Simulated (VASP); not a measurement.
# Si3Sb2 (R-3c) in VASP: relaxation of cell and atoms with PBE

Aim: the relaxation of cell and atoms of Si3Sb2 with PBE.

Program: VASP 6.6.1. These are calculated values, not measurements. Logs are shortened: lines on timing, memory, paths and dates and some standing lists are left out, and cuts for length are marked.

## Step 1: The cell of the first run

It takes space group R-3c (No. 167, trigonal). The conventional cell has a = 6.331 Å, b = 6.331 Å, c = 22.034 Å, α = 90.00°, β = 90.00°, γ = 120.00°. Within 3.3 Å of Si (site symmetry 2) lie 2 Si at 2.52 Å and 4 Sb at 2.74 to 2.95 Å. Within 3.6 Å of Sb (site symmetry 3) lie 6 Si at 2.74 to 2.95 Å.

## Step 2: Relaxation of cell and atoms, PBE

Input file INCAR:

```
SYSTEM = Si3Sb2
ALGO     = Normal         ! electronic algorithm
EDIFF    = 1E-6           ! SCF threshold, eV
EDIFFG   = -0.01          ! ionic threshold
ENCUT    = 600            ! plane-wave cutoff, eV
GGA      = PE             ! functional
IBRION   = 2              ! ionic algorithm
ISIF     = 3              ! what is computed and relaxed
ISMEAR   = 0              ! smearing method
LASPH    = .TRUE.         ! aspherical terms in the spheres
LCHARG   = .FALSE.        ! write CHGCAR
LREAL    = .FALSE.        ! projectors in reciprocal space
LWAVE    = .FALSE.        ! write WAVECAR
NELM     = 60             ! most SCF steps
NSW      = 100            ! ionic steps
PREC     = Accurate       ! precision mode
SIGMA    = 0.1            ! smearing width, eV
```

Input file KPOINTS:

```
k-points
0
G
  6 6 6
  0 0 0
```

Input file POSCAR:

```
Si3Sb2
1.0
    3.1652829081      1.8274769391      7.3447460430
   -3.1652829081      1.8274769391      7.3447460430
    0.0000000000     -3.6549538781      7.3447460430
Si Sb
6 4
Direct
    0.4796463205      0.0203536795      0.2500000000
    0.2500000000      0.4796463205      0.0203536795
    0.0203536795      0.2500000000      0.4796463205
    0.5203536795      0.9796463205      0.7500000000
    0.7500000000      0.5203536795      0.9796463205
    0.9796463205      0.7500000000      0.5203536795
    0.3663095309      0.3663095309      0.3663095309
    0.1336904691      0.1336904691      0.1336904691
    0.6336904691      0.6336904691      0.6336904691
    0.8663095309      0.8663095309      0.8663095309
```

Potentials or basis: VASP PAW PBE potentials, release 64 (Si, Sb).

On the command line:

```console
> cat potpaw_PBE.64/Si/POTCAR potpaw_PBE.64/Sb/POTCAR > POTCAR
> mpirun -np 1 vasp_std > vasp.out
```

OUTCAR:

```text
SYSTEM = Si3Sb2
   EDIFF = 1E-6
   EDIFFG = -0.01
   ENCUT = 600
   GGA = PE
   IBRION = 2
   ISIF = 3
   ISMEAR = 0
   LASPH = .TRUE.
   LREAL = .FALSE.
   NELM = 60
   NSW = 100
   PREC = Accurate

 ion  position               nearest neighbor table
   1  0.480  0.020  0.250-   2 2.52   3 2.52   9 2.74  10 2.74   7 2.95   8 2.95
   2  0.250  0.480  0.020-   1 2.52   3 2.52  10 2.74   9 2.74   7 2.95   8 2.95
   3  0.020  0.250  0.480-   1 2.52   2 2.52   9 2.74  10 2.74   8 2.95   7 2.95
   4  0.520  0.980  0.750-   5 2.52   6 2.52   7 2.74   8 2.74   9 2.95  10 2.95
   5  0.750  0.520  0.980-   4 2.52   6 2.52   8 2.74   7 2.74   9 2.95  10 2.95
   6  0.980  0.750  0.520-   4 2.52   5 2.52   7 2.74   8 2.74  10 2.95   9 2.95
   7  0.366  0.366  0.366-   6 2.74   4 2.74   5 2.74   2 2.95   1 2.95   3 2.95
   8  0.134  0.134  0.134-   5 2.74   4 2.74   6 2.74   3 2.95   1 2.95   2 2.95
   9  0.634  0.634  0.634-   3 2.74   1 2.74   2 2.74   5 2.95   4 2.95   6 2.95
  10  0.866  0.866  0.866-   2 2.74   1 2.74   3 2.74   6 2.95   4 2.95   5 2.95

  LATTYP: Found a trigonal (rhomboedric) cell.
 ALAT       =     8.2039004313
 COS(alpha) =     0.7022756887

  Lattice vectors:

 A1 = (   3.1652829081,   1.8274769391,   7.3447460430)
 A2 = (  -3.1652829081,   1.8274769391,   7.3447460430)
 A3 = (   0.0000000000,  -3.6549538781,   7.3447460430)

Analysis of symmetry for initial positions (statically):
=====================================================================
 Subroutine PRICEL returns:
 Original cell was already a primitive cell.

 Routine SETGRP: Setting up the symmetry group for a
 trigonal (rhombohedral) supercell.

 Subroutine GETGRP returns: Found 12 space group operations
 (whereof  6 operations were pure point group operations)
 out of a pool of 12 trial point group operations.

The static configuration has the point symmetry S_6 .
 The point group associated with its full space group is D_3d.

Analysis of symmetry for dynamics (positions and initial velocities):
=====================================================================
 Subroutine PRICEL returns:
 Original cell was already a primitive cell.

 Routine SETGRP: Setting up the symmetry group for a
 trigonal (rhombohedral) supercell.

 Subroutine GETGRP returns: Found 12 space group operations
 (whereof  6 operations were pure point group operations)
 out of a pool of 12 trial point group operations.

The dynamic configuration has the point symmetry S_6 .
 The point group associated with its full space group is D_3d.

 Subroutine INISYM returns: Found 12 space group operations
 (whereof  6 operations are pure point group operations),
 and found     1 'primitive' translations

----------------------------------------------------------------------------------------

                                     Primitive cell

  volume of cell :     254.9133

  direct lattice vectors                    reciprocal lattice vectors
     3.165282908  1.827476939  7.344746043     0.157963763  0.091200421  0.045383915
    -3.165282908  1.827476939  7.344746043    -0.157963763  0.091200421  0.045383915
     0.000000000 -3.654953878  7.344746043     0.000000000 -0.182400842  0.045383915

  length of vectors
     8.203900431  8.203900431  8.203900431     0.187962143  0.187962143  0.187962143

  position of ions in fractional coordinates (direct lattice)
     0.479646321  0.020353679  0.250000000
     0.250000000  0.479646321  0.020353679
     0.020353679  0.250000000  0.479646321
     0.520353679  0.979646321  0.750000000
     0.750000000  0.520353679  0.979646321
     0.979646321  0.750000000  0.520353679
     0.366309531  0.366309531  0.366309531
     0.133690469  0.133690469  0.133690469
     0.633690469  0.633690469  0.633690469
     0.866309531  0.866309531  0.866309531

  ion indices of the primitive-cell ions
   primitive index   ion index
                 1           1
                 2           2
                 3           3
                 4           4
                 5           5
                 6           6
                 7           7
                 8           8
                 9           9
                10          10

----------------------------------------------------------------------------------------

 KPOINTS: k-points

Automatic generation of k-mesh.
 Grid dimensions read from file:
 generate k-points for:    6    6    6

 Generating k-lattice:

  Cartesian coordinates                     Fractional coordinates (reciprocal lattice)
     0.026327294  0.015200070  0.007563986     0.166666667  0.000000000 -0.000000000
    -0.026327294  0.015200070  0.007563986     0.000000000  0.166666667 -0.000000000
     0.000000000 -0.030400140  0.007563986    -0.000000000 -0.000000000  0.166666667

  Length of vectors
     0.031327024  0.031327024  0.031327024

  Shift w.r.t. Gamma in fractional coordinates (k-lattice)
     0.000000000  0.000000000  0.000000000

 Subroutine IBZKPT returns following result:
 ===========================================

 Found     32 irreducible k-points:

 Following reciprocal coordinates:
            Coordinates               Weight
  0.000000  0.000000  0.000000      1.000000
  0.166667  0.000000  0.000000      6.000000
  0.333333  0.000000  0.000000      6.000000
  0.500000  0.000000  0.000000      3.000000
  0.166667  0.166667  0.000000      6.000000
  0.333333  0.166667  0.000000     12.000000
[... 16 lines left out ...]
  0.500000  0.500000  0.166667      6.000000
 -0.333333  0.500000  0.166667     12.000000
 [... further k-points ...]
   k-points           NKPTS =     32   k-points in BZ     NKDIM =     32   number of bands    NBANDS=     28
   number of dos      NEDOS =    301   number of ions     NIONS =     10
   total plane-waves  NPLWV = 343000
   dimension x,y,z NGX =    70 NGY =   70 NGZ =   70
   dimension x,y,z NGXF=   140 NGYF=  140 NGZF=  140
   ions per type =               6   4
   NGX,Y,Z   is equivalent  to a cutoff of  14.18, 14.18, 14.18 a.u.
   NGXF,Y,Z  is equivalent  to a cutoff of  28.37, 28.37, 28.37 a.u.
 SYSTEM =  Si3Sb2
   PREC   = accura    normal or accurate (medium, high low for compatibility)
   ISTART =      0    job   : 0-new  1-cont  2-samecut
   ICHARG =      2    charge: 1-file 2-atom 10-const
   ISPIN  =      1    spin polarized calculation?
   LNONCOLLINEAR =      F non collinear calculations
   LSORBIT =      F    spin-orbit coupling
   LASPH  =      T    aspherical Exc in radial PAW
   ENCUT  =  600.0 eV  44.10 Ry    6.64 a.u.  16.39 16.39 16.39*2*pi/ulx,y,z
   NELM   =     60;   NELMIN=  2; NELMDL= -5     # of ELM steps
   EDIFF  = 0.1E-05   stopping-criterion for ELM
   LREAL  =      F    real-space projection
   EDIFFG = -.1E-01   stopping-criterion for IOM
   NSW    =    100    number of steps for IOM
   IBRION =      2    ionic relax: 0-MD 1-quasi-New 2-CG
   NFREE  =      1    steps in history (QN), initial steepest desc. (CG)
   ISIF   =      3    stress and relaxation
   ISYM   =      2    0-nonsym 1-usesym 2-fastsym
   POTIM  = 0.5000    time-step for ionic-motion
   TEBEG  =    0.0;   TEEND  =   0.0 temperature during run
   PSTRESS=    0.0 pullay stress
   NELECT =      44.0000    total number of electrons
   NUPDOWN=      -1.0000    fix difference up-down
   EMIN   =  10.00;   EMAX   =-10.00  energy-range for DOS
   EFERMI =   0.00;   METHOD = LEGACY
   ISMEAR =     0;   SIGMA  =   0.10  broadening in eV -4-tet -1-fermi 0-gaus
   EFERMI_NEDOS =   21; number of points for ismear=-14 and -15
   IALGO  =     38    algorithm
   IMIX   =      4    mixing-type and parameters
     AMIX     =   0.40;   BMIX     =  1.00
     AMIX_MAG =   1.60;   BMIX_MAG =  1.00
  volume/ion in A,a.u.               =      25.49       172.02
  Fermi-wavevector in a.u.,A,eV,Ry     =   0.911510  1.722505 11.304414  0.830851
  Thomas-Fermi vector in A             =   2.035798
   LORBIT       =      0    0 simple, 1 ext, 2 COOP (PROOUT), +10 PAW based schemes
   GGA     = PE    functional components
   LHFCALC =     F    Hartree Fock is set to
   AEXX    =    0.0000 exact exchange contribution
   IVDW    =     0    specifies the selected vdW correction
   LEPSILON=     F    determine dielectric tensor
   LRPA    =     F    only Hartree local field effects (RPA)
 conjugate gradient relaxation of ions
 non-spin polarized calculation
 Gauss-broadening in eV      SIGMA  =   0.10
  energy-cutoff  :      600.00
  volume of cell :      254.91
 maximum number of plane-waves:      8543
 NGX is ok and might be reduce to    70
   NGX = 33   NGY = 33   NGZ = 33

--------------------------------------- Ionic step        1  -------------------------------------------

 number of electron      44.0000000 magnetization

 Free energy of the ion-electron system (eV)
  ---------------------------------------------------
  ext. energy  EPLUGINS =         0.00000000
  ---------------------------------------------------
  free energy    TOTEN  =       -43.63734020 eV

  energy without entropy =      -43.61343954  energy(sigma->0) =      -43.62538987

------------------------ aborting loop because EDIFF is reached ----------------------------------------

  FORCE on cell =-STRESS in cart. coord.  units (eV):
  Direction    XX          YY          ZZ          XY          YZ          ZX
  --------------------------------------------------------------------------------------
  -------------------------------------------------------------------------------------
  Total       -0.3035789     -0.3035789      1.4350663      0.0000000      0.0000000      0.0000000
  in kB       -1.9080497     -1.9080497      9.0196583      0.0000000      0.0000000      0.0000000
  external PRESSURE =       1.7345196 kB  Pullay stress =       0.0000000 kB
[... 337 lines left out ...]
  energy  without entropy=      -43.6359799751  energy(sigma->0) =      -43.64734340

--------------------------------------- Ionic step        9  -------------------------------------------

 number of electron      43.9999999 magnetization

 Free energy of the ion-electron system (eV)
  ---------------------------------------------------
  ext. energy  EPLUGINS =         0.00000000
  ---------------------------------------------------
  free energy    TOTEN  =       -43.65874804 eV

  energy without entropy =      -43.63603557  energy(sigma->0) =      -43.64739181

 E-fermi :   5.8401     XC(G=0):  -9.1807

 val. band max:        5.8204617709   @ k =   0.3333   0.3333   0.0000
 cond. band min:       5.8436715003   @ k =   0.1667   0.1667   0.0000
 fundamental gap:      0.0232097293
 Fermi energy:         5.8400595807

 k-point     1 :       0.0000    0.0000    0.0000
  band No.  band energies     occupation
      1      -6.5573      2.00000
      2      -4.5230      2.00000
      3      -4.1833      2.00000
      4      -3.5474      2.00000
      5      -2.8688      2.00000
      6      -1.2418      2.00000
[... 733 lines left out ...]
     27       7.7795      0.00000
     28       7.9295      0.00000

 [... further k-points ...]

------------------------ aborting loop because EDIFF is reached ----------------------------------------

  FORCE on cell =-STRESS in cart. coord.  units (eV):
  Direction    XX          YY          ZZ          XY          YZ          ZX
  --------------------------------------------------------------------------------------
  -------------------------------------------------------------------------------------
  Total       -0.0057446     -0.0057446     -0.0303387      0.0000000     -0.0000000      0.0000000
  in kB       -0.0359168     -0.0359168     -0.1896848      0.0000000     -0.0000000      0.0000000
  external PRESSURE =      -0.0871728 kB  Pullay stress =       0.0000000 kB
[... 25 lines left out ...]
  FREE ENERGIE OF THE ION-ELECTRON SYSTEM (eV)
  ---------------------------------------------------
  free  energy   TOTEN  =       -43.6587480399 eV

  energy  without entropy=      -43.6360355716  energy(sigma->0) =      -43.64739181

 reached required accuracy - stopping structural energy minimisation
```

Run time: 40 min. Hardware: 1 thread of Oxide Virtual Turin-like, shared host; peak memory 0.85 GiB.

Results:

- Free energy: -43.6587 eV
- Relaxed volume: 25.63 Å³/atom
- Relaxed cell: a = 8.299 Å, b = 8.299 Å, c = 8.299 Å, α = 44.60°, β = 44.60°, γ = 44.60°
- Space group after relaxing (to 0.1 Å): R-3c (No. 167)
- Energy gained by relaxing: 2.1 meV/atom
- Ionic steps: 9
- Pressure after relaxing: 0.0 GPa
- Largest force after relaxing: 0.005 eV/Å
- Band gap on the k mesh: zero (bands 22 and 23 overlap by 0.45 eV)

Forces in eV/Å, atoms in the order of the input:
```
Si   0.003  0.000  0.000
Si  -0.001  0.002  0.000
Si  -0.001 -0.002  0.000
Si  -0.003  0.000  0.000
Si   0.001 -0.002  0.000
Si   0.001  0.002  0.000
Sb   0.000  0.000  0.005
Sb   0.000  0.000 -0.005
Sb   0.000  0.000 -0.005
Sb   0.000  0.000  0.005
```

Step by step:
```tsv
step	energy change (eV)	largest force (eV/Å)	pressure (GPa)	volume (Å³)
1	0.0000	0.1700	0.17	254.91
2	-0.0138	0.1045	-0.01	255.93
3	-0.0205	0.0095	-0.24	257.38
4	-0.0205	0.0160	-0.22	257.28
5	-0.0211	0.0206	0.12	255.72
6	-0.0214	0.0115	0.00	256.26
7	-0.0214	0.0111	0.00	256.28
8	-0.0214	0.0108	-0.01	256.30
9	-0.0214	0.0051	-0.01	256.26
```

Final structure:
```xyz
10
Lattice="3.1490 1.8181 7.4598 -3.1490 1.8181 7.4598 0.0000 -3.6362 7.4598" Properties=species:S:1:pos:R:3 pbc="T T T"
Si    1.4392    0.0000    5.5948
Si   -0.7196    1.2464    5.5948
Si   -0.7196   -1.2464    5.5948
Si   -1.4392    0.0000   16.7845
Si    0.7196   -1.2464   16.7845
Si    0.7196    1.2464   16.7845
Sb    0.0000    0.0000    8.2190
Sb    0.0000    0.0000    2.9706
Sb    0.0000    0.0000   14.1603
Sb    0.0000    0.0000   19.4087
```

Caveat: spin-orbit coupling is left out, which moves the levels of the heavy elements.
